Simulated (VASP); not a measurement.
A run of VASP 6.6.1 is set up as follows.

Contents of POSCAR:

```
Sr2TaPO6
1.0
    0.0000000000      5.5479400000      0.0000000000
    5.5479400000      0.0000000000      0.0000000000
    2.7739700000      2.7739700000     -3.9280080000
Sr P Ta O
2 1 1 6
Direct
    0.7500000000      0.2500000000      0.5000000000
    0.2500000000      0.7500000000      0.5000000000
    0.0000000000      0.0000000000      0.0000000000
    0.5000000000      0.5000000000      0.0000000000
    0.2499000000      0.2499000000      0.5002000000
    0.7501000000      0.7501000000      0.4998000000
    0.2327000000      0.2671000000      0.0000000000
    0.2671000000      0.7673000000      0.0000000000
    0.7673000000      0.7329000000      0.0000000000
    0.7329000000      0.2327000000      0.0000000000
```

Contents of INCAR.step1:

```
PREC = Accurate
ENCUT = 520
ISMEAR = -1
SIGMA = 0.1
LREAL = False
LASPH = True
NELM = 80
NBANDS = 47
GGA = PE
ALGO = Normal
EDIFF = 1E-4
LWAVE = True
LCHARG = False
```

The input INCAR.step2:

```
PREC = Accurate
ENCUT = 520
EDIFF = 1E-7
ISMEAR = -1
SIGMA = 0.1
LREAL = False
LASPH = True
NELM = 80
ALGO = Normal
ISIF = 2
LWAVE = False
LCHARG = False
METAGGA = R2SCAN
LMIXTAU = True
NBANDS = 47
ISTART = 1
```

KPOINTS

```
regular mesh
0
Gamma
  6 6 6
```

Potentials or basis: VASP PAW PBE potentials, release 64 (Sr_sv, P, Ta_pv, O).

Run with:

```sh
$ cat potpaw_PBE.64/Sr_sv/POTCAR potpaw_PBE.64/P/POTCAR potpaw_PBE.64/Ta_pv/POTCAR potpaw_PBE.64/O/POTCAR > POTCAR
$ cp INCAR.step1 INCAR
$ mpirun -np 1 vasp_std > vasp.out
$ cp INCAR.step2 INCAR
$ mpirun -np 1 vasp_std > vasp.out
```

(1) Predict the largest force.

(2) What does it give for the band gap on the k mesh?

(3) Predict the pressure.

## Answers

(1) 0.551 eV/Å.

(2) 0.38 eV (least direct gap 0.73 eV).

(3) 11.8 GPa.

Caveat: the cell stands under pressure; the PAW data sets were made with another functional, which shifts forces and pressure a little; spin-orbit coupling is left out, which moves the levels of the heavy elements.
